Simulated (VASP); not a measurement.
# Be3ZnSe4 (P3m1) in VASP: notebook

The runs below take Be3ZnSe4 through single point, with PBE.

Everything below comes from runs of VASP 6.6.1. Logs are shortened: lines on timing, memory, paths and dates and some standing lists are left out, and cuts for length are marked.

### 1 The cell of the first run

Symmetry: P3m1, No. 156, trigonal system. Conventional cell: a = 3.666 Å, b = 3.666 Å, c = 12.187 Å, α = 90.00°, β = 90.00°, γ = 120.00°. Within 2.9 Å of Be (site symmetry 3m) lie 4 Se at 2.21 to 2.23 Å. Within 2.9 Å of Be (site symmetry 3m) lie 4 Se at 2.19 to 2.23 Å. Within 2.9 Å of Be (site symmetry 3m) lie 4 Se at 2.21 to 2.24 Å. Within 3.1 Å of Zn (site symmetry 3m) lie 4 Se at 2.36 to 2.40 Å. Se (site symmetry 3m) has 4 Be at 2.21 to 2.24 Å within 2.9 Å. Within 2.9 Å of Se (site symmetry 3m) lie 1 Be at 2.19 Å and 3 Zn at 2.36 Å. Se (site symmetry 3m) has 4 Be at 2.21 to 2.23 Å within 2.9 Å. Within 3.0 Å of Se (site symmetry 3m) lie 3 Be at 2.23 Å and 1 Zn at 2.40 Å.

### 2 Single point, PBE (volume scaled by 0.94, then relaxed in part)

INCAR

```
PREC = Accurate
ENCUT = 520
EDIFF = 1E-6
ISMEAR = 0
SIGMA = 0.02
LREAL = F
LASPH = T
NELM = 60
ALGO = Normal
ISIF = 2
LWAVE = F
LCHARG = F
GGA = PE
NBANDS = 31
```

KPOINTS

```
regular mesh
0
Gamma
  6 6 2
```

POSCAR

```
Be3ZnSe4
1.0
    3.6664379570      0.0000000283      0.0000000000
   -1.8332190030      3.1752283980      0.0000000000
    0.0000000000      0.0000000000     12.1869788723
Be Zn Se
3 1 4
Direct
    0.6666666667      0.3333333333      0.0126766804
    0.6666666667      0.3333333333      0.4921667769
    0.0000000000      0.0000000000      0.2529801206
    0.0000000000      0.0000000000      0.7576739151
    0.6666666667      0.3333333333      0.1939420398
    0.6666666667      0.3333333333      0.6718911405
    0.0000000000      0.0000000000      0.4339748607
    0.0000000000      0.0000000000      0.9546944660
```

Potentials or basis: VASP PAW PBE potentials, release 64 (Be, Zn, Se).

Run with:

```console
cat potpaw_PBE.64/Be/POTCAR potpaw_PBE.64/Zn/POTCAR potpaw_PBE.64/Se/POTCAR > POTCAR
mpirun -np 1 vasp_std > vasp.out
```

OUTCAR:

```text
PREC = Accurate
   ENCUT = 520
   EDIFF = 1E-6
   ISMEAR = 0
   LREAL = F
   LASPH = T
   NELM = 60
   ISIF = 2
   GGA = PE

 ion  position               nearest neighbor table
   1  0.667  0.333  0.013-   5 2.21   8 2.23   8 2.23   8 2.23
   2  0.667  0.333  0.492-   6 2.19   7 2.23   7 2.23   7 2.23
   3  0.000  0.000  0.253-   7 2.21   5 2.24   5 2.24   5 2.24
   4  0.000  0.000  0.758-   6 2.36   6 2.36   6 2.36   8 2.40
   5  0.667  0.333  0.194-   1 2.21   3 2.24   3 2.24   3 2.24
   6  0.667  0.333  0.672-   2 2.19   4 2.36   4 2.36   4 2.36
   7  0.000  0.000  0.434-   3 2.21   2 2.23   2 2.23   2 2.23
   8  0.000  0.000  0.955-   1 2.23   1 2.23   1 2.23   4 2.40

  LATTYP: Found a hexagonal cell.
 ALAT       =     3.6664379570
 C/A-ratio  =     3.3239288419

  Lattice vectors:

 A1 = (   3.6664379570,   0.0000000283,   0.0000000000)
 A2 = (  -1.8332190030,   3.1752283980,   0.0000000000)
 A3 = (   0.0000000000,   0.0000000000,  12.1869788723)

Analysis of symmetry for initial positions (statically):
=====================================================================
 Subroutine PRICEL returns:
 Original cell was already a primitive cell.

 Routine SETGRP: Setting up the symmetry group for a
 hexagonal supercell.

 Subroutine GETGRP returns: Found  6 space group operations
 (whereof  6 operations were pure point group operations)
 out of a pool of 24 trial point group operations.

The static configuration has the point symmetry C_3v.

Analysis of symmetry for dynamics (positions and initial velocities):
=====================================================================
 Subroutine PRICEL returns:
 Original cell was already a primitive cell.

 Routine SETGRP: Setting up the symmetry group for a
 hexagonal supercell.

 Subroutine GETGRP returns: Found  6 space group operations
 (whereof  6 operations were pure point group operations)
 out of a pool of 24 trial point group operations.

The dynamic configuration has the point symmetry C_3v.

 Subroutine INISYM returns: Found  6 space group operations
 (whereof  6 operations are pure point group operations),
 and found     1 'primitive' translations

----------------------------------------------------------------------------------------

                                     Primitive cell

  volume of cell :     141.8781

  direct lattice vectors                    reciprocal lattice vectors
     3.666437957  0.000000028  0.000000000     0.272744284  0.157468989  0.000000000
    -1.833219003  3.175228398  0.000000000    -0.000000002  0.314937973  0.000000000
     0.000000000  0.000000000 12.186978872     0.000000000  0.000000000  0.082054791

  length of vectors
     3.666437957  3.666437957 12.186978872     0.314937973  0.314937973  0.082054791

  position of ions in fractional coordinates (direct lattice)
     0.666666667  0.333333333  0.012676680
     0.666666667  0.333333333  0.492166777
     0.000000000  0.000000000  0.252980121
     0.000000000  0.000000000  0.757673915
     0.666666667  0.333333333  0.193942040
     0.666666667  0.333333333  0.671891141
     0.000000000  0.000000000  0.433974861
     0.000000000  0.000000000  0.954694466

  ion indices of the primitive-cell ions
   primitive index   ion index
                 1           1
                 2           2
                 3           3
                 4           4
                 5           5
                 6           6
                 7           7
                 8           8

----------------------------------------------------------------------------------------

 KPOINTS: regular mesh

Automatic generation of k-mesh.
 Grid dimensions read from file:
 generate k-points for:    6    6    2

 Generating k-lattice:

  Cartesian coordinates                     Fractional coordinates (reciprocal lattice)
     0.045457381  0.026244831  0.000000000     0.166666667  0.000000000  0.000000000
    -0.000000000  0.052489662  0.000000000     0.000000000  0.166666667  0.000000000
     0.000000000  0.000000000  0.041027395     0.000000000  0.000000000  0.500000000

  Length of vectors
     0.052489662  0.052489662  0.041027395

  Shift w.r.t. Gamma in fractional coordinates (k-lattice)
     0.000000000  0.000000000  0.000000000

 Subroutine IBZKPT returns following result:
 ===========================================

 Found     14 irreducible k-points:

 Following reciprocal coordinates:
            Coordinates               Weight
  0.000000  0.000000  0.000000      1.000000
  0.166667  0.000000  0.000000      6.000000
  0.333333  0.000000  0.000000      6.000000
  0.500000  0.000000  0.000000      3.000000
  0.166667  0.166667  0.000000      6.000000
  0.333333  0.166667  0.000000     12.000000
  0.333333  0.333333  0.000000      2.000000
  0.000000  0.000000  0.500000      1.000000
  0.166667  0.000000  0.500000      6.000000
  0.333333  0.000000  0.500000      6.000000
  0.500000  0.000000  0.500000      3.000000
  0.166667  0.166667  0.500000      6.000000
  0.333333  0.166667  0.500000     12.000000
  0.333333  0.333333  0.500000      2.000000
   k-points           NKPTS =     14   k-points in BZ     NKDIM =     14   number of bands    NBANDS=     31
   number of dos      NEDOS =    301   number of ions     NIONS =      8
   total plane-waves  NPLWV =  75264
   dimension x,y,z NGX =    28 NGY =   28 NGZ =   96
   dimension x,y,z NGXF=    56 NGYF=   56 NGZF=  192
   ions per type =               3   1   4
   NGX,Y,Z   is equivalent  to a cutoff of  12.70, 12.70, 13.10 a.u.
   NGXF,Y,Z  is equivalent  to a cutoff of  25.39, 25.39, 26.19 a.u.
 SYSTEM =  unknown system
   PREC   = accura    normal or accurate (medium, high low for compatibility)
   ISTART =      0    job   : 0-new  1-cont  2-samecut
   ICHARG =      2    charge: 1-file 2-atom 10-const
   ISPIN  =      1    spin polarized calculation?
   LNONCOLLINEAR =      F non collinear calculations
   LSORBIT =      F    spin-orbit coupling
   LASPH  =      T    aspherical Exc in radial PAW
   ENCUT  =  520.0 eV  38.22 Ry    6.18 a.u.   6.82  6.82 22.66*2*pi/ulx,y,z
   NELM   =     60;   NELMIN=  2; NELMDL= -5     # of ELM steps
   EDIFF  = 0.1E-05   stopping-criterion for ELM
   LREAL  =      F    real-space projection
   EDIFFG = 0.1E-04   stopping-criterion for IOM
   NSW    =      0    number of steps for IOM
   IBRION =     -1    ionic relax: 0-MD 1-quasi-New 2-CG
   NFREE  =      0    steps in history (QN), initial steepest desc. (CG)
   ISIF   =      2    stress and relaxation
   ISYM   =      2    0-nonsym 1-usesym 2-fastsym
   POTIM  = 0.5000    time-step for ionic-motion
   TEBEG  =    0.0;   TEEND  =   0.0 temperature during run
   PSTRESS=    0.0 pullay stress
   NELECT =      42.0000    total number of electrons
   NUPDOWN=      -1.0000    fix difference up-down
   EMIN   =  10.00;   EMAX   =-10.00  energy-range for DOS
   EFERMI =   0.00;   METHOD = LEGACY
   ISMEAR =     0;   SIGMA  =   0.02  broadening in eV -4-tet -1-fermi 0-gaus
   EFERMI_NEDOS =   21; number of points for ismear=-14 and -15
   IALGO  =     38    algorithm
   IMIX   =      4    mixing-type and parameters
     AMIX     =   0.40;   BMIX     =  1.00
     AMIX_MAG =   1.60;   BMIX_MAG =  1.00
  volume/ion in A,a.u.               =      17.73       119.68
  Fermi-wavevector in a.u.,A,eV,Ry     =   1.091070  2.061824 16.196849  1.190435
  Thomas-Fermi vector in A             =   2.227308
   LORBIT       =      0    0 simple, 1 ext, 2 COOP (PROOUT), +10 PAW based schemes
   GGA     = PE    functional components
   LHFCALC =     F    Hartree Fock is set to
   AEXX    =    0.0000 exact exchange contribution
   IVDW    =     0    specifies the selected vdW correction
   LEPSILON=     F    determine dielectric tensor
   LRPA    =     F    only Hartree local field effects (RPA)
 non-spin polarized calculation
 Gauss-broadening in eV      SIGMA  =   0.02
  energy-cutoff  :      520.00
  volume of cell :      141.88
 maximum number of plane-waves:      3855
 NGX is ok and might be reduce to    28
   NGX = 13   NGY = 13   NGZ = 45

 number of electron      41.9999989 magnetization

 Free energy of the ion-electron system (eV)
  ---------------------------------------------------
  ext. energy  EPLUGINS =         0.00000000
  ---------------------------------------------------
  free energy    TOTEN  =       -32.12175610 eV

  energy without entropy =      -32.12175610  energy(sigma->0) =      -32.12175610

 E-fermi :   3.8823     XC(G=0):  -9.5791

 val. band max:        3.7714570682   @ k =   0.0000   0.0000   0.0000
 cond. band min:       6.2619364934   @ k =   0.5000   0.0000   0.0000
 fundamental gap:      2.4904794252
 Fermi energy:         3.8822753183

 k-point     1 :       0.0000    0.0000    0.0000
  band No.  band energies     occupation
      1     -10.7118      2.00000
      2     -10.2253      2.00000
      3     -10.0595      2.00000
      4      -9.3942      2.00000
      5      -3.3110      2.00000
      6      -3.2738      2.00000
[... 23 lines left out ...]
     30       8.7673      0.00000
     31       9.3099      0.00000

 k-point     2 :       0.1667    0.0000    0.0000
  band No.  band energies     occupation
      1     -10.4807      2.00000
      2     -10.0232      2.00000
      3      -9.8606      2.00000
      4      -9.2534      2.00000
      5      -3.3024      2.00000
      6      -3.2411      2.00000
[... 23 lines left out ...]
     30       9.5703      0.00000
     31       9.6872      0.00000

 k-point     3 :       0.3333    0.0000    0.0000
  band No.  band energies     occupation
      1      -9.8982      2.00000
      2      -9.5465      2.00000
      3      -9.4075      2.00000
      4      -8.9932      2.00000
      5      -3.3075      2.00000
      6      -3.1944      2.00000
[... 23 lines left out ...]
     30       9.7413      0.00000
     31      11.0916      0.00000

 k-point     4 :       0.5000    0.0000    0.0000
  band No.  band energies     occupation
      1      -9.4631      2.00000
      2      -9.2479      2.00000
      3      -9.1490      2.00000
      4      -8.9449      2.00000
      5      -3.3077      2.00000
      6      -3.1828      2.00000
[... 23 lines left out ...]
     30      10.4031      0.00000
     31      11.5164      0.00000

 k-point     5 :       0.1667    0.1667    0.0000
  band No.  band energies     occupation
      1     -10.0687      2.00000
      2      -9.6790      2.00000
      3      -9.5298      2.00000
      4      -9.0490      2.00000
      5      -3.2808      2.00000
      6      -3.2160      2.00000
[... 23 lines left out ...]
     30      10.1174      0.00000
     31      10.2974      0.00000
[... 202 lines left out ...]
     30       9.7123      0.00000
     31      10.1405      0.00000

 k-point    12 :       0.1667    0.1667    0.5000
  band No.  band energies     occupation
      1     -10.0094      2.00000
      2      -9.8608      2.00000
      3      -9.3141      2.00000
      4      -9.1436      2.00000
      5      -3.2892      2.00000
      6      -3.2159      2.00000
[... 23 lines left out ...]
     30       9.9611      0.00000
     31      10.0343      0.00000

 k-point    13 :       0.3333    0.1667    0.5000
  band No.  band energies     occupation
      1      -9.4664      2.00000
      2      -9.3400      2.00000
      3      -9.0697      2.00000
      4      -8.9497      2.00000
      5      -3.2860      2.00000
      6      -3.1438      2.00000
[... 23 lines left out ...]
     30       9.9492      0.00000
     31      10.5946      0.00000

 k-point    14 :       0.3333    0.3333    0.5000
  band No.  band energies     occupation
      1      -9.2077      2.00000
      2      -9.0905      2.00000
      3      -9.0222      2.00000
      4      -8.9636      2.00000
      5      -3.3009      2.00000
      6      -3.0591      2.00000
[... 23 lines left out ...]
     30      11.1280      0.00000
     31      11.5877      0.00000

------------------------ aborting loop because EDIFF is reached ----------------------------------------

  FORCE on cell =-STRESS in cart. coord.  units (eV):
  Direction    XX          YY          ZZ          XY          YZ          ZX
  --------------------------------------------------------------------------------------
  -------------------------------------------------------------------------------------
  Total        4.4389244      4.4389244      4.5018494      0.0000000      0.0000000      0.0000000
  in kB       50.1271442     50.1271442     50.8377328      0.0000000      0.0000000      0.0000000
  external PRESSURE =      50.3640071 kB  Pullay stress =       0.0000000 kB

 VOLUME and BASIS-vectors are now :
 -----------------------------------------------------------------------------
  energy-cutoff  :      520.00
  volume of cell :      141.88
      direct lattice vectors                 reciprocal lattice vectors
     3.666437957  0.000000028  0.000000000     0.272744284  0.157468989  0.000000000
    -1.833219003  3.175228398  0.000000000    -0.000000002  0.314937973  0.000000000
     0.000000000  0.000000000 12.186978872     0.000000000  0.000000000  0.082054791

 POSITION                                       TOTAL-FORCE (eV/Angst)
 -----------------------------------------------------------------------------------
      1.83322      1.05841      0.15449        -0.000000      0.000000      0.000677
      1.83322      1.05841      5.99803        -0.000000      0.000000      0.002779
      0.00000      0.00000      3.08306        -0.000000      0.000000      0.001701
      0.00000      0.00000      9.23376         0.000000      0.000000     -0.001765
      1.83322      1.05841      2.36357        -0.000000     -0.000000     -0.003243
      1.83322      1.05841      8.18832         0.000000     -0.000000     -0.011535
      0.00000      0.00000      5.28884        -0.000000      0.000000     -0.001367
      0.00000      0.00000     11.63484         0.000000     -0.000000      0.012754
 -----------------------------------------------------------------------------------
    total drift:                               -0.000001     -0.000000     -0.000312

  FREE ENERGIE OF THE ION-ELECTRON SYSTEM (eV)
  ---------------------------------------------------
  free  energy   TOTEN  =       -32.1217561011 eV

  energy  without entropy=      -32.1217561011  energy(sigma->0) =      -32.12175610
```

It took 45 s on 1 thread of Intel Xeon 6975P-C (Granite Rapids), shared host; peak memory 0.28 GiB.

What came out:

| Property | Result |
| --- | --- |
| Free energy | -32.1218 eV |
| Pressure | 5.0 GPa |
| Largest force | 0.013 eV/Å |
| Band gap on the k mesh | 2.49 eV, indirect (least direct gap 2.85 eV) |

Forces in eV/Å, atoms in the order of the input:
```
Be   0.000  0.000  0.001
Be   0.000  0.000  0.003
Be   0.000  0.000  0.002
Zn   0.000  0.000 -0.002
Se   0.000  0.000 -0.003
Se   0.000  0.000 -0.012
Se   0.000  0.000 -0.001
Se   0.000  0.000  0.013
```

 A k mesh can miss the band edges.

[end of part 1 of 2]
